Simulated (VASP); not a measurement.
# Rh (Im-3m) in VASP: notebook

The runs below take Rh through single point, relaxation of cell and atoms, with LDA.

Program: VASP 6.6.1. These are calculated values, not measurements. Logs are shortened: lines on timing, memory, paths and dates and some standing lists are left out, and cuts for length are marked.

## (1) The cell of the first run

Symmetry: Im-3m, No. 229, cubic system. The conventional cell has a = 3.022 Å, b = 3.022 Å, c = 3.022 Å, α = 90.00°, β = 90.00°, γ = 90.00°. Rh (site symmetry m-3m) has 14 Rh at 2.62 to 3.02 Å within 3.5 Å.

## (2) Single point, LDA

Input file INCAR:

```
PREC     = Accurate       # precision mode
ENCUT    = 500            # plane-wave cutoff, eV
EDIFF    = 1E-6           # SCF threshold, eV
ISMEAR   = 0              # smearing method
SIGMA    = 0.1            # smearing width, eV
LREAL    = False          # projectors in reciprocal space
LASPH    = True           # aspherical terms in the spheres
NELM     = 120            # most SCF steps
ALGO     = Normal         # electronic algorithm
ISIF     = 2              # what is computed and relaxed
LWAVE    = False          # write WAVECAR
LCHARG   = False          # write CHGCAR
NBANDS   = 14             # bands
GGA_COMPAT= False
```

Input file KPOINTS:

```
Automatic mesh
0
Gamma
  8 8 8
```

Input file POSCAR:

```
Rh
1.0
   -1.5110298079      1.5110298079      1.5110298079
    1.5110298079     -1.5110298079      1.5110298079
    1.5110298079      1.5110298079     -1.5110298079
Rh
1
Direct
    0.0000000000      0.0000000000      0.0000000000
```

Potentials or basis: VASP PAW LDA potentials, release 64 (Rh_pv).

The run is started by

```sh
> cat potpaw_LDA.64/Rh_pv/POTCAR > POTCAR
> mpirun -np 1 vasp_std > vasp.out
```

OUTCAR:

```text
PREC = Accurate
   ENCUT = 500
   EDIFF = 1E-6
   ISMEAR = 0
   LREAL = False
   LASPH = True
   NELM = 120
   ISIF = 2

 ion  position               nearest neighbor table
   1  0.000  0.000  0.000-

  LATTYP: Found a body centered cubic cell.
 ALAT       =     3.0220596158

  Lattice vectors:

 A1 = (  -1.5110298079,   1.5110298079,   1.5110298079)
 A2 = (   1.5110298079,  -1.5110298079,   1.5110298079)
 A3 = (   1.5110298079,   1.5110298079,  -1.5110298079)

Analysis of symmetry for initial positions (statically):
=====================================================================
 Subroutine PRICEL returns:
 Original cell was already a primitive cell.

 Routine SETGRP: Setting up the symmetry group for a
 body centered cubic supercell.

 Subroutine GETGRP returns: Found 48 space group operations
 (whereof 48 operations were pure point group operations)
 out of a pool of 48 trial point group operations.

The static configuration has the point symmetry O_h .

Analysis of symmetry for dynamics (positions and initial velocities):
=====================================================================
 Subroutine PRICEL returns:
 Original cell was already a primitive cell.

 Routine SETGRP: Setting up the symmetry group for a
 body centered cubic supercell.

 Subroutine GETGRP returns: Found 48 space group operations
 (whereof 48 operations were pure point group operations)
 out of a pool of 48 trial point group operations.

The dynamic configuration has the point symmetry O_h .

 Subroutine INISYM returns: Found 48 space group operations
 (whereof 48 operations are pure point group operations),
 and found     1 'primitive' translations

----------------------------------------------------------------------------------------

                                     Primitive cell

  volume of cell :      13.8000

  direct lattice vectors                    reciprocal lattice vectors
    -1.511029808  1.511029808  1.511029808     0.000000000  0.330900157  0.330900157
     1.511029808 -1.511029808  1.511029808     0.330900157  0.000000000  0.330900157
     1.511029808  1.511029808 -1.511029808     0.330900157  0.330900157  0.000000000

  length of vectors
     2.617180399  2.617180399  2.617180399     0.467963489  0.467963489  0.467963489

  position of ions in fractional coordinates (direct lattice)
     0.000000000  0.000000000  0.000000000

  ion indices of the primitive-cell ions
   primitive index   ion index
                 1           1

----------------------------------------------------------------------------------------

 KPOINTS: Automatic mesh

Automatic generation of k-mesh.
 Grid dimensions read from file:
 generate k-points for:    8    8    8

 Generating k-lattice:

  Cartesian coordinates                     Fractional coordinates (reciprocal lattice)
     0.000000000  0.041362520  0.041362520     0.125000000  0.000000000  0.000000000
     0.041362520  0.000000000  0.041362520     0.000000000  0.125000000  0.000000000
     0.041362520  0.041362520  0.000000000     0.000000000  0.000000000  0.125000000

  Length of vectors
     0.058495436  0.058495436  0.058495436

  Shift w.r.t. Gamma in fractional coordinates (k-lattice)
     0.000000000  0.000000000  0.000000000

 Subroutine IBZKPT returns following result:
 ===========================================

 Found     29 irreducible k-points:

 Following reciprocal coordinates:
            Coordinates               Weight
  0.000000  0.000000  0.000000      1.000000
  0.125000  0.000000  0.000000     12.000000
  0.250000  0.000000  0.000000     12.000000
  0.375000  0.000000  0.000000     12.000000
  0.500000  0.000000  0.000000      6.000000
  0.125000  0.125000  0.000000     24.000000
[... 16 lines left out ...]
 -0.250000  0.250000  0.250000      6.000000
 -0.375000  0.375000  0.250000     24.000000
 [... further k-points ...]
   k-points           NKPTS =     29   k-points in BZ     NKDIM =     29   number of bands    NBANDS=     14
   number of dos      NEDOS =    301   number of ions     NIONS =      1
   total plane-waves  NPLWV =   8000
   dimension x,y,z NGX =    20 NGY =   20 NGZ =   20
   dimension x,y,z NGXF=    40 NGYF=   40 NGZF=   40
   ions per type =               1
   NGX,Y,Z   is equivalent  to a cutoff of  12.70, 12.70, 12.70 a.u.
   NGXF,Y,Z  is equivalent  to a cutoff of  25.41, 25.41, 25.41 a.u.
 SYSTEM =  unknown system
   PREC   = accura    normal or accurate (medium, high low for compatibility)
   ISTART =      0    job   : 0-new  1-cont  2-samecut
   ICHARG =      2    charge: 1-file 2-atom 10-const
   ISPIN  =      1    spin polarized calculation?
   LNONCOLLINEAR =      F non collinear calculations
   LSORBIT =      F    spin-orbit coupling
   LASPH  =      T    aspherical Exc in radial PAW
   ENCUT  =  500.0 eV  36.75 Ry    6.06 a.u.   4.77  4.77  4.77*2*pi/ulx,y,z
   NELM   =    120;   NELMIN=  2; NELMDL= -5     # of ELM steps
   EDIFF  = 0.1E-05   stopping-criterion for ELM
   LREAL  =      F    real-space projection
[... 7 lines left out ...]
   TEBEG  =    0.0;   TEEND  =   0.0 temperature during run
   PSTRESS=    0.0 pullay stress
   NELECT =      15.0000    total number of electrons
   NUPDOWN=      -1.0000    fix difference up-down
   EMIN   =  10.00;   EMAX   =-10.00  energy-range for DOS
   EFERMI =   0.00;   METHOD = LEGACY
   ISMEAR =     0;   SIGMA  =   0.10  broadening in eV -4-tet -1-fermi 0-gaus
   EFERMI_NEDOS =   21; number of points for ismear=-14 and -15
   IALGO  =     38    algorithm
   IMIX   =      4    mixing-type and parameters
     AMIX     =   0.40;   BMIX     =  1.00
     AMIX_MAG =   1.60;   BMIX_MAG =  1.00
  volume/ion in A,a.u.               =      13.80        93.13
  Fermi-wavevector in a.u.,A,eV,Ry     =   1.683238  3.180859 38.549258  2.833291
  Thomas-Fermi vector in A             =   2.766475
   LORBIT       =      0    0 simple, 1 ext, 2 COOP (PROOUT), +10 PAW based schemes
   GGA     = CA    functional components
   LHFCALC =     F    Hartree Fock is set to
   AEXX    =    0.0000 exact exchange contribution
   IVDW    =     0    specifies the selected vdW correction
   LEPSILON=     F    determine dielectric tensor
   LRPA    =     F    only Hartree local field effects (RPA)
 non-spin polarized calculation
 Gauss-broadening in eV      SIGMA  =   0.10
  energy-cutoff  :      500.00
  volume of cell :       13.80
 maximum number of plane-waves:       370
   NGX =  9   NGY =  9   NGZ =  9

 number of electron      14.9999993 magnetization

 Free energy of the ion-electron system (eV)
  ---------------------------------------------------
  ext. energy  EPLUGINS =         0.00000000
  ---------------------------------------------------
  free energy    TOTEN  =        -8.28111192 eV

  energy without entropy =       -8.26818250  energy(sigma->0) =       -8.27464721

 E-fermi :  11.4590     XC(G=0): -14.3145

 val. band max:       11.4505104453   @ k =   0.2500   0.2500   0.2500
 cond. band min:      11.4757831926   @ k =  -0.3750  -0.3750   0.1250
 fundamental gap:      0.0252727474
 Fermi energy:        11.4590315587

 k-point     1 :       0.0000    0.0000    0.0000
  band No.  band energies     occupation
      1     -34.3643      2.00000
      2     -34.3643      2.00000
      3     -34.3643      2.00000
      4       3.6403      2.00000
      5       8.4670      2.00000
      6       8.4670      2.00000
      7       8.4670      2.00000
      8      11.0155      2.00000
      9      11.0155      2.00000
     10      29.9037      0.00000
     11      29.9037      0.00000
     12      29.9037      0.00000
     13      32.2908      0.00000
     14      40.2007      0.00000

 k-point     2 :       0.1250    0.0000    0.0000
  band No.  band energies     occupation
      1     -34.4783      2.00000
      2     -34.4019      2.00000
      3     -34.3643      2.00000
      4       4.2787      2.00000
      5       8.2087      2.00000
      6       8.4550      2.00000
      7       8.9955      2.00000
      8      10.7358      2.00000
      9      11.0366      2.00000
     10      30.0498      0.00000
     11      30.0504      0.00000
     12      30.8452      0.00000
     13      32.2911      0.00000
     14      37.1654      0.00000

 k-point     3 :       0.2500    0.0000    0.0000
  band No.  band energies     occupation
      1     -34.7480      2.00000
      2     -34.4919      2.00000
      3     -34.3644      2.00000
      4       5.5548      2.00000
      5       7.6342      2.00000
      6       8.6992      2.00000
      7      10.4298      2.00000
      8      10.5839      2.00000
      9      11.1301      2.00000
     10      27.9096      0.00000
     11      28.8976      0.00000
     12      32.2910      0.00000
     13      33.2898      0.00000
     14      35.8824      0.00000
[... 324 lines left out ...]
 k-point    23 :      -0.2500    0.2500    0.2500
  band No.  band energies     occupation
      1     -34.7584      2.00000
      2     -34.6285      2.00000
      3     -34.6285      2.00000
      4       6.9745      2.00000
      5       7.8926      2.00000
      6       9.2264      2.00000
      7       9.2264      2.00000
      8      10.3132      2.00000
      9      12.8401      0.00000
     10      28.6934      0.00000
     11      29.7682      0.00000
     12      29.7682      0.00000
     13      29.9588      0.00000
     14      32.2940      0.00000

 k-point    24 :      -0.3750    0.3750    0.2500
  band No.  band energies     occupation
      1     -34.9270      2.00000
      2     -34.7235      2.00000
      3     -34.6474      2.00000
      4       6.7724      2.00000
      5       7.2622      2.00000
      6       9.2288      2.00000
      7       9.9699      2.00000
      8      11.8557      0.00000
      9      15.0430      0.00000
     10      24.5650      0.00000
     11      26.9633      0.00000
     12      29.0923      0.00000
     13      31.5143      0.00000
     14      32.2943      0.00000

 [... further k-points ...]
[... 5 lines left out ...]
  --------------------------------------------------------------------------------------
  -------------------------------------------------------------------------------------
  Total       -0.2961228     -0.2961228     -0.2961228     -0.0000000     -0.0000000      0.0000000
  in kB      -34.3797997    -34.3797997    -34.3797997     -0.0000000     -0.0000000      0.0000000
  external PRESSURE =     -34.3797997 kB  Pullay stress =       0.0000000 kB

 VOLUME and BASIS-vectors are now :
 -----------------------------------------------------------------------------
  energy-cutoff  :      500.00
  volume of cell :       13.80
      direct lattice vectors                 reciprocal lattice vectors
    -1.511029808  1.511029808  1.511029808     0.000000000  0.330900157  0.330900157
     1.511029808 -1.511029808  1.511029808     0.330900157  0.000000000  0.330900157
     1.511029808  1.511029808 -1.511029808     0.330900157  0.330900157  0.000000000

 POSITION                                       TOTAL-FORCE (eV/Angst)
 -----------------------------------------------------------------------------------
      0.00000      0.00000      0.00000         0.000000      0.000000      0.000000
 -----------------------------------------------------------------------------------
    total drift:                                0.000000     -0.000000     -0.000000

  FREE ENERGIE OF THE ION-ELECTRON SYSTEM (eV)
  ---------------------------------------------------
  free  energy   TOTEN  =        -8.2811119239 eV

  energy  without entropy=       -8.2681825000  energy(sigma->0) =       -8.27464721
```

Wall time 11 s (1 thread of AMD EPYC 7R13, shared host); peak memory 0.09 GiB.

What came out:

```yaml
Free_energy: -8.2811 eV
Pressure: -3.4 GPa
```

Caveat: the k points lie up to 0.37 Å⁻¹ apart.

## (3) Single point, LDA

This run uses another cell than the first one, of 13.59 Å³/atom, 0.985 times its volume.

Input file INCAR:

```
PREC = Accurate ; ENCUT = 500
EDIFF = 1E-6 ; ISMEAR = 0
SIGMA = 0.1 ; LREAL = False
LASPH = True ; NELM = 120
ALGO = Normal ; ISIF = 2
LWAVE = False ; LCHARG = False
NBANDS = 14 ; GGA_COMPAT = False
```

Input file KPOINTS:

```
Automatic mesh
0
Gamma
  20 20 20
```

Input file POSCAR:

```
Rh
1.0
   -1.5032657736      1.5032657736      1.5032657736
    1.5032657736     -1.5032657736      1.5032657736
    1.5032657736      1.5032657736     -1.5032657736
Rh
1
Direct
    0.0000000000      0.0000000000      0.0000000000
```

Potentials or basis: VASP PAW LDA potentials, release 64 (Rh_pv).

The run is started by

```sh
> cat potpaw_LDA.64/Rh_pv/POTCAR > POTCAR
> mpirun -np 1 vasp_std > vasp.out
```

Run time: 63 s. Hardware: 1 thread of AMD EPYC 7R13, shared host; peak memory 0.12 GiB.

It converged, with:

* Free energy: -8.2903 eV
* Pressure: 0.8 GPa

Levels at points of the mesh, in eV from the Fermi level:
| k point | band 4 | band 5 | band 6 | band 7 | band 8 | band 9 | band 10 | band 11 |
| --- | --- | --- | --- | --- | --- | --- | --- | --- |
| (0.00, 0.00, 0.00) | -7.93 | -3.06 | -3.06 | -3.06 | -0.46 | -0.46 | 18.46 | 18.46 |
| (0.50, 0.00, 0.00) | -6.10 | -4.65 | -0.53 | -0.09 | 1.28 | 1.70 | 9.64 | 14.61 |
| (0.50, 0.50, 0.50) | -6.11 | -6.11 | 1.16 | 1.16 | 1.16 | 9.54 | 9.54 | 9.54 |

(Continued in part 2 of 2.)
